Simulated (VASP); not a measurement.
## Zr3ZnN3: single point with PBE

Zr3ZnN3:

```
Zr Zn N
1.0
     3.09826    0.00000    0.00000
     0.00000    3.09826    0.00000
     0.00000    0.00000    8.35981
Zr Zn N
3 1 3
Cartesian
  0.0000 0.0000 4.1799
  1.5491 1.5491 6.5689
  1.5491 1.5491 1.7909
  0.0000 0.0000 0.0000
  0.0000 0.0000 6.2976
  0.0000 0.0000 2.0622
  1.5491 1.5491 4.1799
```

```yaml
Program: VASP 6.6.1
Task: single point
Functional: PBE
Potentials_or_basis: VASP PAW PBE potentials, release 64 (Zr_sv, Zn, N)
Cutoff: 520 eV
k_mesh: 10 × 10 × 4
Occupations: gaussian, width 0.1 eV
Spin: no spin polarisation
```

* Pressure: 30.9 GPa
* Largest force: 0.026 eV/Å
* Band gap on the k mesh: zero (an odd number of electrons rules out a gap without spin polarisation)

Forces in eV/Å, atoms in the order of the input:
```
Zr   0.000  0.000  0.000
Zr   0.000  0.000 -0.001
Zr   0.000  0.000  0.001
Zn   0.000  0.000  0.000
N    0.000  0.000 -0.026
N    0.000  0.000  0.026
N    0.000  0.000  0.000
```

Stress tensor (GPa, compression positive):
```
30.83  0.00  0.00
 0.00 30.83  0.00
 0.00  0.00 31.01
```

Levels at points of the mesh, in eV from the Fermi level:
```tsv
k point	band 27	band 28	band 29	band 30	band 31	band 32	band 33	band 34	band 35	band 36
(0.00, 0.00, 0.00)	-3.44	-3.38	-3.38	-2.73	-2.73	-2.56	-1.56	1.39	1.39	1.64
(0.50, 0.00, 0.00)	-5.66	-5.56	-5.47	-2.76	-0.77	2.14	2.44	2.51	2.53	2.87
(0.50, 0.50, 0.00)	-4.11	-3.50	-3.50	-2.41	-2.41	-0.53	-0.53	0.76	2.66	2.66
(0.00, 0.00, 0.50)	-3.41	-3.40	-2.63	-2.63	-2.54	-1.54	-1.13	0.67	0.67	2.04
(0.50, 0.00, 0.50)	-6.02	-5.65	-5.47	-2.69	0.51	1.94	2.11	2.75	2.83	2.92
(0.50, 0.50, 0.50)	-4.31	-3.13	-3.13	-3.08	-3.08	0.78	0.78	1.16	1.16	1.75
```

Wall time 110 s on 1 thread of AMD EPYC 9R45 96-Core Processor (Zen 5) (shared host), peak memory 0.27 GiB.

Caveat: the cell stands under pressure; an odd number of electrons without spin polarisation forces a metal; a magnetic or distorted state may lie lower.
